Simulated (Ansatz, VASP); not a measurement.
# Y3TaF2 in VASP and in Ansatz

```
CELL_PARAMETERS angstrom
7.02970 0.00000 0.00000
-3.51485 6.08790 0.00000
0.00000 0.00000 3.39879
ATOMIC_POSITIONS crystal
Y 0.36431 0.00000 0.00000
Y 0.00000 0.36431 0.00000
Y 0.63569 0.63569 0.00000
Ta 0.00000 0.00000 0.50000
F 0.33333 0.66667 0.00000
F 0.66667 0.33333 0.00000
```

Alike in both runs: functional PBE; k mesh 6 × 6 × 10; occupations gaussian, width 0.1 eV; no spin polarisation.

Ansatz relaxed the structure, and its values are those at the end. VASP's run is a single point on that final structure, the one shown.

```csv
,VASP,Ansatz
version,VASP 6.6.1,Ansatz 0.2.0
potentials or method,"VASP PAW PBE potentials, release 64 (Y_sv, Ta_pv, F), cutoff 520 eV","scalar-relativistic, plane waves, PAW"
valence electrons in the cell,58,60
```

VASP gave:

* gap on the k mesh at the Fermi level (eV): none
* pressure (GPa): -0.1
* rms of the force components (eV/Å): 0.005

Question: Which values does Ansatz return?

Answer: gap on the k mesh at the Fermi level (eV): none; pressure (GPa): 0.0; rms of the force components (eV/Å): 0.000.

A gap of «none» marks a metal or a gap that the smearing closes. With one functional, cell and mesh, what is left measures potentials, basis and numerics. VASP's potentials hold 58 valence electrons a cell and Ansatz's 60, so a difference there can come from the potentials and not from the codes.

Spin-orbit coupling is off throughout.
